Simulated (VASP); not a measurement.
# SnSe (I4/mmm) in VASP: single point with HSE06

Aim: the single point of SnSe with HSE06.

All numbers are computed with VASP 6.6.1; they aren't measurements. Logs are shortened: lines on timing, memory, paths and dates and some standing lists are left out, and cuts for length are marked.

### Step 1. The cell of the first run

It takes space group I4/mmm (No. 139, tetragonal). Conventional cell: a = 4.246 Å, b = 4.246 Å, c = 5.820 Å, α = 90.00°, β = 90.00°, γ = 90.00°. Sn (site symmetry 4/mmm) has 6 Se at 2.91 to 3.00 Å within 3.8 Å. Within 3.8 Å of Se (site symmetry 4/mmm) lie 6 Sn at 2.91 to 3.00 Å.

### Step 2. Single point, HSE06 (uniaxial x strain -3.1%)

Input file POSCAR:

```
SnSe
1.0
    0.0000000000      3.0021131564      3.0021131564
    2.9099482825      0.0000000000      3.0021131564
    2.9099482825      3.0021131564      0.0000000000
Sn Se
1 1
Direct
    0.0000000000      0.0000000000      0.0000000000
    0.5000000000      0.5000000000      0.5000000000
```

Input file INCAR.step1:

```
SYSTEM = SnSe
PREC     = Accurate       ! precision mode
ENCUT    = 520            ! plane-wave cutoff, eV
EDIFF    = 1E-5           ! SCF threshold, eV
ISMEAR   = 0              ! smearing method
SIGMA    = 0.01           ! smearing width, eV
LREAL    = .False.        ! projectors in reciprocal space
LASPH    = .True.         ! aspherical terms in the spheres
NELM     = 100            ! most SCF steps
ALGO     = Normal         ! electronic algorithm
ISIF     = 2              ! what is computed and relaxed
LWAVE    = .True.         ! write WAVECAR
NBANDS   = 17             ! bands
GGA      = PE             ! functional
KPAR     = 2
```

Input file INCAR.step2:

```
SYSTEM = SnSe
PREC     = Accurate       ! precision mode
ENCUT    = 520            ! plane-wave cutoff, eV
EDIFF    = 1E-7           ! SCF threshold, eV
ISMEAR   = 0              ! smearing method
SIGMA    = 0.01           ! smearing width, eV
LREAL    = .False.        ! projectors in reciprocal space
LASPH    = .True.         ! aspherical terms in the spheres
NELM     = 100            ! most SCF steps
ALGO     = Normal         ! electronic algorithm
ISIF     = 2              ! what is computed and relaxed
LWAVE    = .False.        ! write WAVECAR
LCHARG   = .True.         ! write CHGCAR
GGA      = PE             ! functional
LHFCALC  = .True.         ! exact exchange
HFSCREEN = 0.2079         ! screening, 1/A
PRECFOCK = Normal       
LVHAR    = .True.       
NBANDS   = 17             ! bands
ISTART   = 1            
KPAR     = 2
```

Input file KPOINTS:

```
regular mesh
0
Gamma
  6 6 6
  0 0 0
```

Potentials or basis: VASP PAW PBE potentials, release 64 (Sn_d, Se).

Launch:

```sh
$ cat potpaw_PBE.64/Sn_d/POTCAR potpaw_PBE.64/Se/POTCAR > POTCAR
$ cp INCAR.step1 INCAR
$ mpirun -np 2 vasp_std > vasp.out
$ cp INCAR.step2 INCAR
$ mpirun -np 2 vasp_std > vasp.out
```

OUTCAR:

```text
SYSTEM = SnSe
   PREC = Accurate
   ENCUT = 520
   EDIFF = 1E-7
   ISMEAR = 0
   LREAL = .False.
   LASPH = .True.
   NELM = 100
   ISIF = 2
   GGA = PE
   LHFCALC = .True.
   HFSCREEN = 0.2079
   PRECFOCK = Normal
   ISTART = 1

 ion  position               nearest neighbor table
   1  0.000  0.000  0.000-   2 2.91   2 2.91   2 3.00   2 3.00   2 3.00   2 3.00
   2  0.500  0.500  0.500-   1 2.91   1 2.91   1 3.00   1 3.00   1 3.00   1 3.00

  LATTYP: Found a body centered tetragonal cell.
 ALAT       =     4.2456291416
 C/A-ratio  =     1.3707972060

  Lattice vectors:

 A1 = (  -2.9099482825,   0.0000000000,  -3.0021131564)
 A2 = (  -2.9099482825,   0.0000000000,   3.0021131564)
 A3 = (   2.9099482825,   3.0021131564,   0.0000000000)

Analysis of symmetry for initial positions (statically):
=====================================================================
 Subroutine PRICEL returns:
 Original cell was already a primitive cell.

 Routine SETGRP: Setting up the symmetry group for a
 body centered tetragonal supercell.

 Subroutine GETGRP returns: Found 16 space group operations
 (whereof 16 operations were pure point group operations)
 out of a pool of 16 trial point group operations.

The static configuration has the point symmetry D_4h.

Analysis of symmetry for dynamics (positions and initial velocities):
=====================================================================
 Subroutine PRICEL returns:
 Original cell was already a primitive cell.

 Routine SETGRP: Setting up the symmetry group for a
 body centered tetragonal supercell.

 Subroutine GETGRP returns: Found 16 space group operations
 (whereof 16 operations were pure point group operations)
 out of a pool of 16 trial point group operations.

The dynamic configuration has the point symmetry D_4h.

 Subroutine INISYM returns: Found 16 space group operations
 (whereof 16 operations are pure point group operations),
 and found     1 'primitive' translations

----------------------------------------------------------------------------------------

                                     Primitive cell

  volume of cell :      52.4529

  direct lattice vectors                    reciprocal lattice vectors
     0.000000000  3.002113156  3.002113156    -0.171824360  0.166549352  0.166549352
     2.909948282  0.000000000  3.002113156     0.171824360 -0.166549352  0.166549352
     2.909948282  3.002113156  0.000000000     0.171824360  0.166549352 -0.166549352

  length of vectors
     4.245629142  4.180966684  4.180966684     0.291549282  0.291549282  0.291549282

  position of ions in fractional coordinates (direct lattice)
     0.000000000  0.000000000  0.000000000
     0.500000000  0.500000000  0.500000000

  ion indices of the primitive-cell ions
   primitive index   ion index
                 1           1
                 2           2

----------------------------------------------------------------------------------------

 KPOINTS: regular mesh

Automatic generation of k-mesh.
 Grid dimensions read from file:
 generate k-points for:    6    6    6

 Generating k-lattice:

  Cartesian coordinates                     Fractional coordinates (reciprocal lattice)
    -0.028637393  0.027758225  0.027758225     0.166666667  0.000000000  0.000000000
     0.028637393 -0.027758225  0.027758225     0.000000000  0.166666667  0.000000000
     0.028637393  0.027758225 -0.027758225     0.000000000  0.000000000  0.166666667

  Length of vectors
     0.048591547  0.048591547  0.048591547

  Shift w.r.t. Gamma in fractional coordinates (k-lattice)
     0.000000000  0.000000000  0.000000000

 Subroutine IBZKPT returns following result:
 ===========================================

 Found     30 irreducible k-points:

 Following reciprocal coordinates:
            Coordinates               Weight
  0.000000  0.000000  0.000000      1.000000
  0.166667 -0.000000 -0.000000      8.000000
  0.333333 -0.000000 -0.000000      8.000000
  0.500000  0.000000  0.000000      4.000000
  0.166667  0.166667  0.000000      4.000000
  0.333333  0.166667  0.000000     16.000000
[... 16 lines left out ...]
 -0.333333  0.500000  0.166667      4.000000
  0.333333 -0.333333  0.166667      8.000000
 [... further k-points ...]
   k-points           NKPTS =     30   k-points in BZ     NKDIM =    216   number of bands    NBANDS=     17
   number of dos      NEDOS =    301   number of ions     NIONS =      2
   total plane-waves  NPLWV =  32768
   dimension x,y,z NGX =    32 NGY =   32 NGZ =   32
   dimension x,y,z NGXF=    64 NGYF=   64 NGZF=   64
   ions per type =               1   1
   NGX,Y,Z   is equivalent  to a cutoff of  12.53, 12.72, 12.72 a.u.
   NGXF,Y,Z  is equivalent  to a cutoff of  25.06, 25.45, 25.45 a.u.
 SYSTEM =  SnSe
   PREC   = accura    normal or accurate (medium, high low for compatibility)
   ISTART =      1    job   : 0-new  1-cont  2-samecut
   ICHARG =      0    charge: 1-file 2-atom 10-const
   ISPIN  =      1    spin polarized calculation?
   LNONCOLLINEAR =      F non collinear calculations
   LSORBIT =      F    spin-orbit coupling
   LASPH  =      T    aspherical Exc in radial PAW
   ENCUT  =  520.0 eV  38.22 Ry    6.18 a.u.   7.89  7.77  7.77*2*pi/ulx,y,z
   NELM   =    100;   NELMIN=  2; NELMDL=  0     # of ELM steps
   EDIFF  = 0.1E-06   stopping-criterion for ELM
   LREAL  =      F    real-space projection
   EDIFFG = 0.1E-05   stopping-criterion for IOM
   NSW    =      0    number of steps for IOM
   IBRION =     -1    ionic relax: 0-MD 1-quasi-New 2-CG
   NFREE  =      0    steps in history (QN), initial steepest desc. (CG)
   ISIF   =      2    stress and relaxation
   ISYM   =      3    0-nonsym 1-usesym 2-fastsym
   POTIM  = 0.5000    time-step for ionic-motion
   TEBEG  =    0.0;   TEEND  =   0.0 temperature during run
   PSTRESS=    0.0 pullay stress
   NELECT =      20.0000    total number of electrons
   NUPDOWN=      -1.0000    fix difference up-down
   EMIN   =  10.00;   EMAX   =-10.00  energy-range for DOS
   EFERMI =   0.00;   METHOD = LEGACY
   ISMEAR =     0;   SIGMA  =   0.01  broadening in eV -4-tet -1-fermi 0-gaus
   EFERMI_NEDOS =   21; number of points for ismear=-14 and -15
   IALGO  =     38    algorithm
   IMIX   =      1    mixing-type and parameters
     AMIX     =   0.40;   BMIX     =  1.00
     AMIX_MAG =   1.60;   BMIX_MAG =  1.00
  volume/ion in A,a.u.               =      26.23       176.98
  Fermi-wavevector in a.u.,A,eV,Ry     =   1.187121  2.243334 19.174100  1.409257
  Thomas-Fermi vector in A             =   2.323279
   LORBIT       =      0    0 simple, 1 ext, 2 COOP (PROOUT), +10 PAW based schemes
   GGA     = PE    functional components
   LHFCALC =     T    Hartree Fock is set to
   PRECFOCK=normal    Normal, Fast or Accurate (Low or Medium for compatibility)
   ENCUT4O =  -1.0   cutoff for four orbital integrals eV
   NKREDX  =     1    reduce k-point grid by
   NKREDY  =     1    reduce k-point grid by
   NKREDZ  =     1    reduce k-point grid by
   AEXX    =    0.2500 exact exchange contribution
   HFSCREEN=    0.2079 screening length (either q_TF or 0.3 A-1)
   HFSCREENC=   0.2079 screening length for correlation (either q_TF or 0.3 A-1)
   ENCUTFOCK=  -1.0 apply spherical cutoff to Coloumb kernel
   IVDW    =     0    specifies the selected vdW correction
   LEPSILON=     F    determine dielectric tensor
   LRPA    =     F    only Hartree local field effects (RPA)
 non-spin polarized calculation
 Gauss-broadening in eV      SIGMA  =   0.01
  energy-cutoff  :      520.00
  volume of cell :       52.45
 maximum number of plane-waves:      1423
  NGX = 24; NGY = 24; NGZ = 24

 number of electron      20.0000007 magnetization

 Free energy of the ion-electron system (eV)
  ---------------------------------------------------
  ext. energy  EPLUGINS =         0.00000000
  ---------------------------------------------------
  free energy    TOTEN  =        -9.75034820 eV

  energy without entropy =       -9.75034820  energy(sigma->0) =       -9.75034820

 E-fermi :   6.1649     XC(G=0):  -8.1371

 val. band max:        6.0805033905   @ k =   0.5000   0.0000   0.0000
 cond. band min:       6.7074631894   @ k =   0.5000   0.0000   0.0000
 fundamental gap:      0.6269597989
 Fermi energy:         6.1649391394

 k-point     1 :       0.0000    0.0000    0.0000
  band No.  band energies     occupation
      1     -18.0568      2.00000
      2     -18.0486      2.00000
      3     -18.0452      2.00000
      4     -18.0397      2.00000
      5     -18.0397      2.00000
      6      -9.8948      2.00000
[... 9 lines left out ...]
     16      12.3686      0.00000
     17      14.4478      0.00000

 k-point     2 :       0.1667   -0.0000   -0.0000
  band No.  band energies     occupation
      1     -18.0583      2.00000
      2     -18.0490      2.00000
      3     -18.0458      2.00000
      4     -18.0377      2.00000
      5     -18.0366      2.00000
      6      -9.6660      2.00000
[... 9 lines left out ...]
     16      12.9517      0.00000
     17      16.3200      0.00000

 k-point     3 :       0.3333   -0.0000   -0.0000
  band No.  band energies     occupation
      1     -18.0627      2.00000
      2     -18.0549      2.00000
      3     -18.0436      2.00000
      4     -18.0324      2.00000
      5     -18.0292      2.00000
      6      -9.1103      2.00000
[... 9 lines left out ...]
     16      14.7105      0.00000
     17      18.7810      0.00000

 k-point     4 :       0.5000    0.0000    0.0000
  band No.  band energies     occupation
      1     -18.0651      2.00000
      2     -18.0580      2.00000
      3     -18.0428      2.00000
      4     -18.0293      2.00000
      5     -18.0252      2.00000
      6      -8.7521      2.00000
[... 9 lines left out ...]
     16      17.0407      0.00000
     17      17.0604      0.00000
[... 343 lines left out ...]
      1     -18.0741      2.00000
      2     -18.0483      2.00000
      3     -18.0399      2.00000
      4     -18.0350      2.00000
      5     -18.0261      2.00000
      6      -8.7354      2.00000
[... 9 lines left out ...]
     16      16.5512      0.00000
     17      17.0859      0.00000

 k-point    23 :      -0.3333    0.5000    0.1667
  band No.  band energies     occupation
      1     -18.0825      2.00000
      2     -18.0473      2.00000
      3     -18.0400      2.00000
      4     -18.0380      2.00000
      5     -18.0174      2.00000
      6      -8.3856      2.00000
[... 9 lines left out ...]
     16      18.4102      0.00000
     17      19.7940      0.00000

 k-point    24 :       0.3333   -0.3333    0.1667
  band No.  band energies     occupation
      1     -18.0751      2.00000
      2     -18.0503      2.00000
      3     -18.0356      2.00000
      4     -18.0309      2.00000
      5     -18.0308      2.00000
      6      -8.4937      2.00000
[... 9 lines left out ...]
     16      18.0068      0.00000
     17      18.0690      0.00000

 [... further k-points ...]

------------------------ aborting loop because EDIFF is reached ----------------------------------------

  FORCE on cell =-STRESS in cart. coord.  units (eV):
  Direction    XX          YY          ZZ          XY          YZ          ZX
  --------------------------------------------------------------------------------------
  -------------------------------------------------------------------------------------
  Total        1.5574898      0.0358151      0.0358151     -0.0000000      0.0000000     -0.0000000
  in kB       47.5736428      1.0939752      1.0939752     -0.0000000      0.0000000     -0.0000000
  external PRESSURE =      16.5871978 kB  Pullay stress =       0.0000000 kB

 VOLUME and BASIS-vectors are now :
 -----------------------------------------------------------------------------
  energy-cutoff  :      520.00
  volume of cell :       52.45
      direct lattice vectors                 reciprocal lattice vectors
     0.000000000  3.002113156  3.002113156    -0.171824360  0.166549352  0.166549352
     2.909948282  0.000000000  3.002113156     0.171824360 -0.166549352  0.166549352
     2.909948282  3.002113156  0.000000000     0.171824360  0.166549352 -0.166549352

 POSITION                                       TOTAL-FORCE (eV/Angst)
 -----------------------------------------------------------------------------------
      0.00000      0.00000      0.00000        -0.000000     -0.000000     -0.000000
      2.90995      3.00211      3.00211         0.000000      0.000000      0.000000
 -----------------------------------------------------------------------------------
    total drift:                               -0.000017      0.000022     -0.000034

  FREE ENERGIE OF THE ION-ELECTRON SYSTEM (eV)
  ---------------------------------------------------
  free  energy   TOTEN  =        -9.7503482019 eV

  energy  without entropy=       -9.7503482019  energy(sigma->0) =       -9.75034820
```

It took 69 min on 2 MPI ranks of Intel Xeon Platinum 8259CL at 2.50GHz (Skylake/Cascade Lake), shared host; peak memory 0.31 GiB.

Results:

```yaml
Free_energy: -9.7503 eV
Pressure: 1.7 GPa
Band_gap_on_the_k_mesh: 0.63 eV
```

Levels at points of the mesh, in eV from the valence-band top:
```tsv
k point	band 7	band 8	band 9	band 10	band 11	band 12	band 13	band 14
(0.00, 0.00, 0.00)	-5.51	-3.20	-2.85	-2.85	4.67	4.67	5.50	6.04
(0.50, 0.00, 0.00)	-9.46	-2.74	-2.68	0.00	0.63	1.25	1.43	8.82
(0.50, 0.50, 0.00)	-6.76	-6.73	-4.81	-4.40	3.05	5.77	6.62	6.68
(0.00, 0.50, 0.50)	-6.91	-6.81	-4.68	-4.68	2.94	6.02	6.02	7.11
```

Caveat: the cell differs from its parent crystal (uniaxial x strain -3.1%); the structure was generated, so it needn't be the stable form of SnSe; the PAW data sets were made with another functional, which shifts forces and pressure a little; spin-orbit coupling is left out, which moves the levels of the heavy elements. A k mesh can miss the band edges.
